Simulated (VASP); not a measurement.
# SnO (P4/nmm) in VASP: notebook

SnO is run at these levels: LDA; tasks: single point.

Everything below comes from runs of VASP 6.6.1. Logs are shortened: lines on timing, memory, paths and dates and some standing lists are left out, and cuts for length are marked.

## Step 1: The cell of the first run

The structure is tetragonal, space group P4/nmm (No. 129). Conventional cell: a = 3.766 Å, b = 3.766 Å, c = 4.656 Å, α = 90.00°, β = 90.00°, γ = 90.00°. Within 2.9 Å of Sn (site symmetry 4mm) lie 4 O at 2.20 Å. Within 2.9 Å of O (site symmetry -4m2) lie 4 Sn at 2.20 Å and 4 O at 2.66 Å.

## Step 2: Single point, LDA

INCAR

```
SYSTEM = SnO
PREC = Accurate ; ENCUT = 910
EDIFF = 1E-6 ; ISMEAR = 0
SIGMA = 0.15 ; LREAL = .FALSE.
LASPH = .TRUE. ; NELM = 120
ALGO = Normal ; ISIF = 2
LWAVE = .FALSE. ; LCHARG = .FALSE.
NBANDS = 28 ; GGA_COMPAT = .FALSE.
```

KPOINTS

```
Automatic mesh
0
G
  10 10 8
  0 0 0
```

POSCAR

```
SnO
1.0
    3.7657594054      0.0000000000      0.0000000000
    0.0000000000      3.7657594054      0.0000000000
    0.0000000000      0.0000000000      4.6562290729
Sn O
2 2
Direct
    0.0000000000      0.5000000000      0.2455950842
    0.5000000000      0.0000000000      0.7544049158
    0.0000000000      0.0000000000      0.0000000000
    0.5000000000      0.5000000000      0.0000000000
```

Potentials or basis: VASP PAW LDA potentials, release 64 (Sn_d, O_h).

Run with:

```sh
> cat potpaw_LDA.64/Sn_d/POTCAR potpaw_LDA.64/O_h/POTCAR > POTCAR
> mpirun -np 1 vasp_std > vasp.out
```

OUTCAR:

```text
SYSTEM = SnO
   PREC = Accurate
   ENCUT = 910
   EDIFF = 1E-6
   ISMEAR = 0
   LREAL = .FALSE.
   LASPH = .TRUE.
   NELM = 120
   ISIF = 2

 ion  position               nearest neighbor table
   1  0.000  0.500  0.246-   3 2.20   4 2.20   3 2.20   4 2.20   2 3.51   2 3.51   2 3.51   2 3.51
                             2 3.56   2 3.56   2 3.56   2 3.56
   2  0.500  0.000  0.754-   3 2.20   4 2.20   4 2.20   3 2.20   1 3.51   1 3.51   1 3.51   1 3.51
                             1 3.56   1 3.56   1 3.56   1 3.56
   3  0.000  0.000  0.000-   1 2.20   2 2.20   1 2.20   2 2.20
   4  0.500  0.500  0.000-   1 2.20   2 2.20   2 2.20   1 2.20

  LATTYP: Found a simple tetragonal cell.
 ALAT       =     3.7657594054
 C/A-ratio  =     1.2364648326

  Lattice vectors:

 A1 = (   3.7657594054,   0.0000000000,   0.0000000000)
 A2 = (   0.0000000000,   3.7657594054,   0.0000000000)
 A3 = (   0.0000000000,   0.0000000000,   4.6562290729)

Analysis of symmetry for initial positions (statically):
=====================================================================
 Subroutine PRICEL returns:
 Original cell was already a primitive cell.

 Routine SETGRP: Setting up the symmetry group for a
 simple tetragonal supercell.

 Subroutine GETGRP returns: Found 16 space group operations
 (whereof  8 operations were pure point group operations)
 out of a pool of 16 trial point group operations.

The static configuration has the point symmetry D_2d.
 The point group associated with its full space group is D_4h.

Analysis of symmetry for dynamics (positions and initial velocities):
=====================================================================
 Subroutine PRICEL returns:
 Original cell was already a primitive cell.

 Routine SETGRP: Setting up the symmetry group for a
 simple tetragonal supercell.

 Subroutine GETGRP returns: Found 16 space group operations
 (whereof  8 operations were pure point group operations)
 out of a pool of 16 trial point group operations.

The dynamic configuration has the point symmetry D_2d.
 The point group associated with its full space group is D_4h.

 Subroutine INISYM returns: Found 16 space group operations
 (whereof  8 operations are pure point group operations),
 and found     1 'primitive' translations

----------------------------------------------------------------------------------------

                                     Primitive cell

  volume of cell :      66.0297

  direct lattice vectors                    reciprocal lattice vectors
     3.765759405  0.000000000  0.000000000     0.265550688  0.000000000  0.000000000
     0.000000000  3.765759405  0.000000000     0.000000000  0.265550688  0.000000000
     0.000000000  0.000000000  4.656229073     0.000000000  0.000000000  0.214766066

  length of vectors
     3.765759405  3.765759405  4.656229073     0.265550688  0.265550688  0.214766066

  position of ions in fractional coordinates (direct lattice)
     0.000000000  0.500000000  0.245595084
     0.500000000  0.000000000  0.754404916
     0.000000000  0.000000000  0.000000000
     0.500000000  0.500000000  0.000000000

  ion indices of the primitive-cell ions
   primitive index   ion index
                 1           1
                 2           2
                 3           3
                 4           4

----------------------------------------------------------------------------------------

 KPOINTS: Automatic mesh

Automatic generation of k-mesh.
 Grid dimensions read from file:
 generate k-points for:   10   10    8

 Generating k-lattice:

  Cartesian coordinates                     Fractional coordinates (reciprocal lattice)
     0.026555069  0.000000000  0.000000000     0.100000000  0.000000000  0.000000000
     0.000000000  0.026555069  0.000000000     0.000000000  0.100000000  0.000000000
     0.000000000  0.000000000  0.026845758     0.000000000  0.000000000  0.125000000

  Length of vectors
     0.026555069  0.026555069  0.026845758

  Shift w.r.t. Gamma in fractional coordinates (k-lattice)
     0.000000000  0.000000000  0.000000000

 Subroutine IBZKPT returns following result:
 ===========================================

 Found    105 irreducible k-points:

 Following reciprocal coordinates:
            Coordinates               Weight
  0.000000  0.000000  0.000000      1.000000
  0.100000  0.000000  0.000000      4.000000
  0.200000  0.000000  0.000000      4.000000
  0.300000  0.000000  0.000000      4.000000
  0.400000  0.000000  0.000000      4.000000
  0.500000  0.000000  0.000000      2.000000
[... 16 lines left out ...]
  0.100000  0.000000  0.125000      8.000000
  0.200000  0.000000  0.125000      8.000000
 [... further k-points ...]
   k-points           NKPTS =    105   k-points in BZ     NKDIM =    105   number of bands    NBANDS=     28
   number of dos      NEDOS =    301   number of ions     NIONS =      4
   total plane-waves  NPLWV =  76800
   dimension x,y,z NGX =    40 NGY =   40 NGZ =   48
   dimension x,y,z NGXF=    80 NGYF=   80 NGZF=   96
   ions per type =               2   2
   NGX,Y,Z   is equivalent  to a cutoff of  17.66, 17.66, 17.14 a.u.
   NGXF,Y,Z  is equivalent  to a cutoff of  35.32, 35.32, 34.28 a.u.
 SYSTEM =  SnO
   PREC   = accura    normal or accurate (medium, high low for compatibility)
   ISTART =      0    job   : 0-new  1-cont  2-samecut
   ICHARG =      2    charge: 1-file 2-atom 10-const
   ISPIN  =      1    spin polarized calculation?
   LNONCOLLINEAR =      F non collinear calculations
   LSORBIT =      F    spin-orbit coupling
   LASPH  =      T    aspherical Exc in radial PAW
   ENCUT  =  910.0 eV  66.88 Ry    8.18 a.u.   9.26  9.26 11.45*2*pi/ulx,y,z
   NELM   =    120;   NELMIN=  2; NELMDL= -5     # of ELM steps
   EDIFF  = 0.1E-05   stopping-criterion for ELM
   LREAL  =      F    real-space projection
   EDIFFG = 0.1E-04   stopping-criterion for IOM
   NSW    =      0    number of steps for IOM
   IBRION =     -1    ionic relax: 0-MD 1-quasi-New 2-CG
   NFREE  =      0    steps in history (QN), initial steepest desc. (CG)
   ISIF   =      2    stress and relaxation
   ISYM   =      2    0-nonsym 1-usesym 2-fastsym
   POTIM  = 0.5000    time-step for ionic-motion
   TEBEG  =    0.0;   TEEND  =   0.0 temperature during run
   PSTRESS=    0.0 pullay stress
   NELECT =      40.0000    total number of electrons
   NUPDOWN=      -1.0000    fix difference up-down
   EMIN   =  10.00;   EMAX   =-10.00  energy-range for DOS
   EFERMI =   0.00;   METHOD = LEGACY
   ISMEAR =     0;   SIGMA  =   0.15  broadening in eV -4-tet -1-fermi 0-gaus
   EFERMI_NEDOS =   21; number of points for ismear=-14 and -15
   IALGO  =     38    algorithm
   IMIX   =      4    mixing-type and parameters
     AMIX     =   0.40;   BMIX     =  1.00
     AMIX_MAG =   1.60;   BMIX_MAG =  1.00
  volume/ion in A,a.u.               =      16.51       111.40
  Fermi-wavevector in a.u.,A,eV,Ry     =   1.385208  2.617664 26.106877  1.918801
  Thomas-Fermi vector in A             =   2.509640
   LORBIT       =      0    0 simple, 1 ext, 2 COOP (PROOUT), +10 PAW based schemes
   GGA     = CA    functional components
   LHFCALC =     F    Hartree Fock is set to
   AEXX    =    0.0000 exact exchange contribution
   IVDW    =     0    specifies the selected vdW correction
   LEPSILON=     F    determine dielectric tensor
   LRPA    =     F    only Hartree local field effects (RPA)
 non-spin polarized calculation
 Gauss-broadening in eV      SIGMA  =   0.15
  energy-cutoff  :      910.00
  volume of cell :       66.03
 maximum number of plane-waves:      4155
 NGX is ok and might be reduce to    40
   NGX = 19   NGY = 19   NGZ = 23

 number of electron      40.0000003 magnetization

 Free energy of the ion-electron system (eV)
  ---------------------------------------------------
  ext. energy  EPLUGINS =         0.00000000
  ---------------------------------------------------
  free energy    TOTEN  =       -25.74849442 eV

  energy without entropy =      -25.74625784  energy(sigma->0) =      -25.74737613

 E-fermi :   7.9222     XC(G=0): -10.9956

 val. band max:        7.8679894428   @ k =   0.1000   0.1000   0.0000
 cond. band min:       7.9223784953   @ k =   0.5000   0.5000   0.1250
 fundamental gap:      0.0543890525
 Fermi energy:         7.9222262749

 k-point     1 :       0.0000    0.0000    0.0000
  band No.  band energies     occupation
      1     -14.1804      2.00000
      2     -13.7065      2.00000
      3     -13.7065      2.00000
      4     -13.6879      2.00000
      5     -13.6429      2.00000
      6     -13.6370      2.00000
[... 20 lines left out ...]
     27      14.5253      0.00000
     28      14.8448      0.00000

 k-point     2 :       0.1000    0.0000    0.0000
  band No.  band energies     occupation
      1     -14.1744      2.00000
      2     -13.7041      2.00000
      3     -13.7029      2.00000
      4     -13.6867      2.00000
      5     -13.6382      2.00000
      6     -13.6376      2.00000
[... 20 lines left out ...]
     27      14.6615      0.00000
     28      15.6993      0.00000

 k-point     3 :       0.2000    0.0000    0.0000
  band No.  band energies     occupation
      1     -14.1574      2.00000
      2     -13.7479      2.00000
      3     -13.6968      2.00000
      4     -13.6926      2.00000
      5     -13.6576      2.00000
      6     -13.6389      2.00000
[... 20 lines left out ...]
     27      14.8460      0.00000
     28      17.3485      0.00000

 k-point     4 :       0.3000    0.0000    0.0000
  band No.  band energies     occupation
      1     -14.1308      2.00000
      2     -13.8622      2.00000
      3     -13.6847      2.00000
      4     -13.6774      2.00000
      5     -13.6504      2.00000
      6     -13.6402      2.00000
[... 578 lines left out ...]
     27      14.4991      0.00000
     28      14.9772      0.00000

 k-point    23 :       0.1000    0.0000    0.1250
  band No.  band energies     occupation
      1     -14.1709      2.00000
      2     -13.7035      2.00000
      3     -13.6994      2.00000
      4     -13.6878      2.00000
      5     -13.6378      2.00000
      6     -13.6342      2.00000
[... 20 lines left out ...]
     27      14.7153      0.00000
     28      15.7705      0.00000

 k-point    24 :       0.2000    0.0000    0.1250
  band No.  band energies     occupation
      1     -14.1551      2.00000
      2     -13.7591      2.00000
      3     -13.6929      2.00000
      4     -13.6871      2.00000
      5     -13.6602      2.00000
      6     -13.6342      2.00000
[... 20 lines left out ...]
     27      15.0160      0.00000
     28      17.3296      0.00000

 [... further k-points ...]
[... 5 lines left out ...]
  --------------------------------------------------------------------------------------
  -------------------------------------------------------------------------------------
  Total        0.1274856      0.1274856      0.1379979      0.0000000     -0.0000000      0.0000000
  in kB        3.0933726      3.0933726      3.3484485      0.0000000     -0.0000000      0.0000000
  external PRESSURE =       3.1783979 kB  Pullay stress =       0.0000000 kB

 VOLUME and BASIS-vectors are now :
 -----------------------------------------------------------------------------
  energy-cutoff  :      910.00
  volume of cell :       66.03
      direct lattice vectors                 reciprocal lattice vectors
     3.765759405  0.000000000  0.000000000     0.265550688  0.000000000  0.000000000
     0.000000000  3.765759405  0.000000000     0.000000000  0.265550688  0.000000000
     0.000000000  0.000000000  4.656229073     0.000000000  0.000000000  0.214766066

 POSITION                                       TOTAL-FORCE (eV/Angst)
 -----------------------------------------------------------------------------------
      0.00000      1.88288      1.14355        -0.000000      0.000000      0.136738
      1.88288      0.00000      3.51268         0.000000      0.000000     -0.136738
      0.00000      0.00000      0.00000         0.000000     -0.000000      0.000000
      1.88288      1.88288      0.00000         0.000000      0.000000      0.000000
 -----------------------------------------------------------------------------------
    total drift:                               -0.000000      0.000000      0.000000

  FREE ENERGIE OF THE ION-ELECTRON SYSTEM (eV)
  ---------------------------------------------------
  free  energy   TOTEN  =       -25.7484944214 eV

  energy  without entropy=      -25.7462578363  energy(sigma->0) =      -25.74737613
```

It took 6.2 min on 1 thread of Intel Xeon Platinum 8488C (Sapphire Rapids), shared host; peak memory 0.47 GiB.

Results:

```
Free energy            : -25.7485 eV
Pressure               : 0.3 GPa
Largest force          : 0.137 eV/Å
Band gap on the k mesh : zero (bands 20 and 21 overlap by 0.21 eV)
```

Forces in eV/Å, atoms in the order of the input:
```
Sn   0.000  0.000  0.137
Sn   0.000  0.000 -0.137
O    0.000  0.000  0.000
O    0.000  0.000  0.000
```

Caveat: the cutoff is under 1.25 times the usual one of these potentials, so pressure, stress and relaxed cells hold a basis-set (Pulay) error; semilocal functionals underestimate gaps, so a narrow gap can read as zero; spin-orbit coupling is left out, which moves the levels of the heavy elements.

## Step 3: Single point, LDA

INCAR

```
PREC = Accurate ; ENCUT = 910
EDIFF = 1E-6 ; ISMEAR = 0
SIGMA = 0.15 ; LREAL = False
LASPH = True ; NELM = 120
ALGO = Normal ; ISIF = 2
LWAVE = False ; LCHARG = False
NBANDS = 28 ; GGA_COMPAT = False
```

KPOINTS

```
regular mesh
0
Gamma
  12 12 10
```

POSCAR is that of step 2.

Potentials or basis: VASP PAW LDA potentials, release 64 (Sn_d, O_h).

Run with:

```sh
> cat potpaw_LDA.64/Sn_d/POTCAR potpaw_LDA.64/O_h/POTCAR > POTCAR
> mpirun -np 1 vasp_std > vasp.out
```

It took 3.9 min on 1 thread of Intel Xeon 6975P-C (Granite Rapids), shared host; peak memory 0.64 GiB.

Results (log left out):

```yaml
Free_energy: -25.7483 eV
Pressure: 0.3 GPa
Largest_force: 0.137 eV/Å
Band_gap_on_the_k_mesh: zero (bands 20 and 21 overlap by 0.22 eV)
```

Forces in eV/Å, atoms in the order of the input:
```
Sn   0.000  0.000  0.137
Sn   0.000  0.000 -0.137
O    0.000  0.000  0.000
O    0.000  0.000  0.000
```

Levels at points of the mesh, in eV from the Fermi level:
```tsv
k point	band 17	band 18	band 19	band 20	band 21	band 22	band 23	band 24
(0.00, 0.00, 0.00)	-3.73	-3.42	-3.42	-0.07	2.21	4.46	4.46	4.56
(0.50, 0.00, 0.00)	-5.18	-5.18	-2.99	-2.99	3.30	3.30	5.80	5.80
(0.50, 0.50, 0.00)	-2.73	-2.73	-2.01	-2.01	-0.26	-0.26	4.37	4.37
(0.00, 0.00, 0.50)	-3.44	-3.44	-2.86	-2.37	1.46	2.58	2.58	3.50
(0.50, 0.00, 0.50)	-5.13	-5.13	-1.88	-1.88	2.69	2.69	5.21	5.21
(0.50, 0.50, 0.50)	-2.99	-2.99	-2.73	-2.73	2.18	2.18	4.27	4.27
```

Caveat: the cutoff is under 1.25 times the usual one of these potentials, so pressure, stress and relaxed cells hold a basis-set (Pulay) error; semilocal functionals underestimate gaps, so a narrow gap can read as zero; spin-orbit coupling is left out, which moves the levels of the heavy elements.
